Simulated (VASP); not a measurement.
# Mg2As (P4_2/nmc) in VASP: further runs, part 2 of 2

VASP 6.6.1. Earlier steps stand in the parts before.

## Step 3: Relaxation of cell and atoms, PBE

File INCAR:

```
PREC = Accurate
ENCUT = 600
EDIFF = 1E-6
ISMEAR = 0
SIGMA = 0.1
LREAL = F
LASPH = T
NELM = 100
ALGO = Normal
ISIF = 3
LWAVE = F
LCHARG = F
GGA = PE
IBRION = 2
NSW = 90
EDIFFG = -0.04
```

File KPOINTS:

```
regular mesh
0
Gamma
  4 4 4
```

File POSCAR:

```
Mg2As
1.0
    4.5150443395      0.0000000000      0.0000000000
    0.0000000000      4.5150443395      0.0000000000
    0.0000000000      0.0000000000      6.4999261828
Mg As
4 2
Direct
    0.0000000000      0.5000000000      0.2030000000
    0.0000000000      0.5000000000      0.7030000000
    0.5000000000      0.0000000000      0.2970000000
    0.5000000000      0.0000000000      0.7970000000
    0.0000000000      0.0000000000      0.0000000000
    0.5000000000      0.5000000000      0.5000000000
```

Potentials or basis: VASP PAW PBE potentials, release 64 (Mg, As).

On the command line:

```sh
cat potpaw_PBE.64/Mg/POTCAR potpaw_PBE.64/As/POTCAR > POTCAR
mpirun -np 1 vasp_std > vasp.out
```

OUTCAR:

```text
PREC = Accurate
   ENCUT = 600
   EDIFF = 1E-6
   ISMEAR = 0
   LREAL = F
   LASPH = T
   NELM = 100
   ISIF = 3
   GGA = PE
   IBRION = 2
   NSW = 90
   EDIFFG = -0.04

 ion  position               nearest neighbor table
   1  0.000  0.500  0.203-   5 2.61   5 2.61   6 2.97   6 2.97   2 3.25   2 3.25   3 3.25   3 3.25
                             3 3.25   3 3.25
   2  0.000  0.500  0.703-   6 2.61   6 2.61   5 2.97   5 2.97   1 3.25   1 3.25   4 3.25   4 3.25
                             4 3.25   4 3.25
   3  0.500  0.000  0.297-   6 2.61   6 2.61   5 2.97   5 2.97   4 3.25   4 3.25   1 3.25   1 3.25
                             1 3.25   1 3.25
   4  0.500  0.000  0.797-   5 2.61   5 2.61   6 2.97   6 2.97   3 3.25   3 3.25   2 3.25   2 3.25
                             2 3.25   2 3.25
   5  0.000  0.000  0.000-   1 2.61   4 2.61   1 2.61   4 2.61   3 2.97   2 2.97   3 2.97   2 2.97

   6  0.500  0.500  0.500-   2 2.61   3 2.61   3 2.61   2 2.61   1 2.97   4 2.97   1 2.97   4 2.97

  LATTYP: Found a simple tetragonal cell.
 ALAT       =     4.5150443395
 C/A-ratio  =     1.4396151386

  Lattice vectors:

 A1 = (   4.5150443395,   0.0000000000,   0.0000000000)
 A2 = (   0.0000000000,   4.5150443395,   0.0000000000)
 A3 = (   0.0000000000,   0.0000000000,   6.4999261828)

Analysis of symmetry for initial positions (statically):
=====================================================================
 Subroutine PRICEL returns:
 Original cell was already a primitive cell.

 Routine SETGRP: Setting up the symmetry group for a
 simple tetragonal supercell.

 Subroutine GETGRP returns: Found 16 space group operations
 (whereof  8 operations were pure point group operations)
 out of a pool of 16 trial point group operations.

The static configuration has the point symmetry D_2d.
 The point group associated with its full space group is D_4h.

Analysis of symmetry for dynamics (positions and initial velocities):
=====================================================================
 Subroutine PRICEL returns:
 Original cell was already a primitive cell.

 Routine SETGRP: Setting up the symmetry group for a
 simple tetragonal supercell.

 Subroutine GETGRP returns: Found 16 space group operations
 (whereof  8 operations were pure point group operations)
 out of a pool of 16 trial point group operations.

The dynamic configuration has the point symmetry D_2d.
 The point group associated with its full space group is D_4h.

 Subroutine INISYM returns: Found 16 space group operations
 (whereof  8 operations are pure point group operations),
 and found     1 'primitive' translations

----------------------------------------------------------------------------------------

                                     Primitive cell

  volume of cell :     132.5051

  direct lattice vectors                    reciprocal lattice vectors
     4.515044340  0.000000000  0.000000000     0.221481767  0.000000000  0.000000000
     0.000000000  4.515044340  0.000000000     0.000000000  0.221481767  0.000000000
     0.000000000  0.000000000  6.499926183     0.000000000  0.000000000  0.153847901

  length of vectors
     4.515044340  4.515044340  6.499926183     0.221481767  0.221481767  0.153847901

  position of ions in fractional coordinates (direct lattice)
     0.000000000  0.500000000  0.203000000
     0.000000000  0.500000000  0.703000000
     0.500000000  0.000000000  0.297000000
[... 60 lines left out ...]
   number of dos      NEDOS =    301   number of ions     NIONS =      6
   total plane-waves  NPLWV =  69984
   dimension x,y,z NGX =    36 NGY =   36 NGZ =   54
   dimension x,y,z NGXF=    72 NGYF=   72 NGZF=  108
   ions per type =               4   2
   NGX,Y,Z   is equivalent  to a cutoff of  13.26, 13.26, 13.81 a.u.
   NGXF,Y,Z  is equivalent  to a cutoff of  26.51, 26.51, 27.62 a.u.
 SYSTEM =  unknown system
   PREC   = accura    normal or accurate (medium, high low for compatibility)
   ISTART =      0    job   : 0-new  1-cont  2-samecut
   ICHARG =      2    charge: 1-file 2-atom 10-const
   ISPIN  =      1    spin polarized calculation?
   LNONCOLLINEAR =      F non collinear calculations
   LSORBIT =      F    spin-orbit coupling
   LASPH  =      T    aspherical Exc in radial PAW
   ENCUT  =  600.0 eV  44.10 Ry    6.64 a.u.   9.02  9.02 12.98*2*pi/ulx,y,z
   NELM   =    100;   NELMIN=  2; NELMDL= -5     # of ELM steps
   EDIFF  = 0.1E-05   stopping-criterion for ELM
   LREAL  =      F    real-space projection
   EDIFFG = -.4E-01   stopping-criterion for IOM
   NSW    =     90    number of steps for IOM
   IBRION =      2    ionic relax: 0-MD 1-quasi-New 2-CG
   NFREE  =      1    steps in history (QN), initial steepest desc. (CG)
   ISIF   =      3    stress and relaxation
   ISYM   =      2    0-nonsym 1-usesym 2-fastsym
   POTIM  = 0.5000    time-step for ionic-motion
   TEBEG  =    0.0;   TEEND  =   0.0 temperature during run
   PSTRESS=    0.0 pullay stress
   NELECT =      18.0000    total number of electrons
   NUPDOWN=      -1.0000    fix difference up-down
   EMIN   =  10.00;   EMAX   =-10.00  energy-range for DOS
   EFERMI =   0.00;   METHOD = LEGACY
   ISMEAR =     0;   SIGMA  =   0.10  broadening in eV -4-tet -1-fermi 0-gaus
   EFERMI_NEDOS =   21; number of points for ismear=-14 and -15
   IALGO  =     38    algorithm
   IMIX   =      4    mixing-type and parameters
     AMIX     =   0.40;   BMIX     =  1.00
     AMIX_MAG =   1.60;   BMIX_MAG =  1.00
  volume/ion in A,a.u.               =      22.08       149.03
  Fermi-wavevector in a.u.,A,eV,Ry     =   0.841566  1.590329  9.636099  0.708233
  Thomas-Fermi vector in A             =   1.956131
   LORBIT       =      0    0 simple, 1 ext, 2 COOP (PROOUT), +10 PAW based schemes
   GGA     = PE    functional components
   LHFCALC =     F    Hartree Fock is set to
   AEXX    =    0.0000 exact exchange contribution
   IVDW    =     0    specifies the selected vdW correction
   LEPSILON=     F    determine dielectric tensor
   LRPA    =     F    only Hartree local field effects (RPA)
 conjugate gradient relaxation of ions
 non-spin polarized calculation
 Gauss-broadening in eV      SIGMA  =   0.10
  energy-cutoff  :      600.00
  volume of cell :      132.51
 maximum number of plane-waves:      4448
   NGX = 19   NGY = 19   NGZ = 25

--------------------------------------- Ionic step        1  -------------------------------------------

 number of electron      18.0000002 magnetization

 Free energy of the ion-electron system (eV)
  ---------------------------------------------------
  ext. energy  EPLUGINS =         0.00000000
  ---------------------------------------------------
  free energy    TOTEN  =       -17.02121725 eV

  energy without entropy =      -17.00028308  energy(sigma->0) =      -17.01075016

------------------------ aborting loop because EDIFF is reached ----------------------------------------

  FORCE on cell =-STRESS in cart. coord.  units (eV):
  Direction    XX          YY          ZZ          XY          YZ          ZX
  --------------------------------------------------------------------------------------
  -------------------------------------------------------------------------------------
  Total        3.1470292      3.1470292      0.5922897      0.0000000      0.0000000      0.0000000
  in kB       38.0521231     38.0521231      7.1616371      0.0000000      0.0000000      0.0000000
  external PRESSURE =      27.7552944 kB  Pullay stress =       0.0000000 kB
[... 101 lines left out ...]
  FREE ENERGIE OF THE ION-ELECTRON SYSTEM (eV)
  ---------------------------------------------------
  free  energy   TOTEN  =       -17.1654476282 eV

  energy  without entropy=      -17.1350656347  energy(sigma->0) =      -17.15025663

[... ionic steps 4 to 10 ...]

--------------------------------------- Ionic step       11  -------------------------------------------

 number of electron      18.0000001 magnetization

------------------------ aborting loop because EDIFF is reached ----------------------------------------
[... 75 lines left out ...]
--------------------------------------- Ionic step       13  -------------------------------------------

 number of electron      17.9999999 magnetization

 Free energy of the ion-electron system (eV)
  ---------------------------------------------------
  ext. energy  EPLUGINS =         0.00000000
  ---------------------------------------------------
  free energy    TOTEN  =       -17.36906540 eV

  energy without entropy =      -17.35272171  energy(sigma->0) =      -17.36089355

 E-fermi :   3.8181     XC(G=0):  -8.7010

 val. band max:        3.7381865253   @ k =   0.0000   0.0000   0.5000
 cond. band min:       3.8517087856   @ k =   0.5000   0.2500   0.2500
 fundamental gap:      0.1135222603
 Fermi energy:         3.8181285118

 k-point     1 :       0.0000    0.0000    0.0000
  band No.  band energies     occupation
      1      -8.2825      2.00000
      2      -7.3455      2.00000
      3      -1.5204      2.00000
      4      -0.0218      2.00000
      5      -0.0218      2.00000
      6       1.5344      2.00000
      7       1.5344      2.00000
      8       1.7555      2.00000
      9       2.0546      2.00000
     10       2.8100      2.00000
     11       2.8491      2.00000
     12       5.3529      0.00000
     13       5.7190      0.00000
[... 303 lines left out ...]
  FREE ENERGIE OF THE ION-ELECTRON SYSTEM (eV)
  ---------------------------------------------------
  free  energy   TOTEN  =       -17.3690654025 eV

  energy  without entropy=      -17.3527217066  energy(sigma->0) =      -17.36089355

 reached required accuracy - stopping structural energy minimisation
```

Run time: 3.1 min. Hardware: 1 thread of AMD EPYC 9R45 (Zen 5), shared host; peak memory 0.24 GiB.

Results:

* Free energy: -17.3691 eV
* Relaxed volume: 23.27 Å³/atom
* Relaxed cell: a = 4.746 Å, b = 4.746 Å, c = 6.201 Å, α = 90.00°, β = 90.00°, γ = 90.00°
* Space group after relaxing (to 0.1 Å): I4/mmm (No. 139)
* Energy gained by relaxing: 58.0 meV/atom
* Ionic steps: 13
* Pressure after relaxing: 0.1 GPa
* Largest force after relaxing: 0.016 eV/Å
* Band gap on the k mesh: zero (bands 9 and 10 overlap by 2.54 eV)

Forces on the atoms (eV/Å):
```
Mg   0.000  0.000  0.016
Mg   0.000  0.000  0.016
Mg   0.000  0.000 -0.016
Mg   0.000  0.000 -0.016
As   0.000  0.000  0.000
As   0.000  0.000  0.000
```

Step by step:
```tsv
step	energy change (eV)	largest force (eV/Å)	pressure (GPa)	volume (Å³)
1	0.0000	0.4241	2.78	132.51
2	-0.1253	0.3075	0.26	139.96
3	-0.1442	0.2493	-0.93	144.87
4	-0.1942	0.2451	-0.62	143.76
5	-0.2531	0.2289	-0.02	141.52
6	-0.1288	0.1676	1.56	136.53
7	-0.2541	0.2275	0.20	140.78
8	-0.2542	0.2254	0.26	140.57
9	-0.2799	0.1844	-0.05	141.23
10	-0.3201	0.0716	-0.85	143.23
11	-0.3423	0.0423	0.05	140.10
12	-0.3440	0.0308	0.38	139.01
13	-0.3478	0.0155	0.14	139.64
```

Final structure:
```
Mg As
1.0
     4.74566    0.00000    0.00000
     0.00000    4.74566    0.00000
     0.00000    0.00000    6.20057
Mg As
4 2
Direct
  0.00000 0.50000 0.24781
  0.00000 0.50000 0.74781
  0.50000 0.00000 0.25219
  0.50000 0.00000 0.75219
  0.00000 0.00000 0.00000
  0.50000 0.50000 0.50000
```

Levels at points of the mesh, in eV from the Fermi level:
| k point | band 6 | band 7 | band 8 | band 9 | band 10 | band 11 | band 12 | band 13 |
| --- | --- | --- | --- | --- | --- | --- | --- | --- |
| (0.00, 0.00, 0.00) | -2.28 | -2.28 | -2.06 | -1.76 | -1.01 | -0.97 | 1.53 | 1.90 |
| (0.50, 0.00, 0.00) | -3.98 | -2.97 | -2.97 | 0.14 | 0.14 | 2.10 | 2.10 | 2.63 |
| (0.50, 0.50, 0.00) | -3.52 | -3.44 | -3.44 | -0.77 | -0.77 | -0.21 | -0.21 | 5.30 |
| (0.00, 0.00, 0.50) | -3.21 | -3.21 | -3.21 | -0.08 | -0.08 | 0.40 | 0.40 | 3.18 |
| (0.50, 0.00, 0.50) | -2.90 | -2.53 | -2.53 | -0.90 | -0.90 | 1.55 | 1.55 | 2.16 |
| (0.50, 0.50, 0.50) | -5.00 | -3.98 | -3.98 | 1.53 | 1.53 | 2.67 | 2.67 | 2.67 |
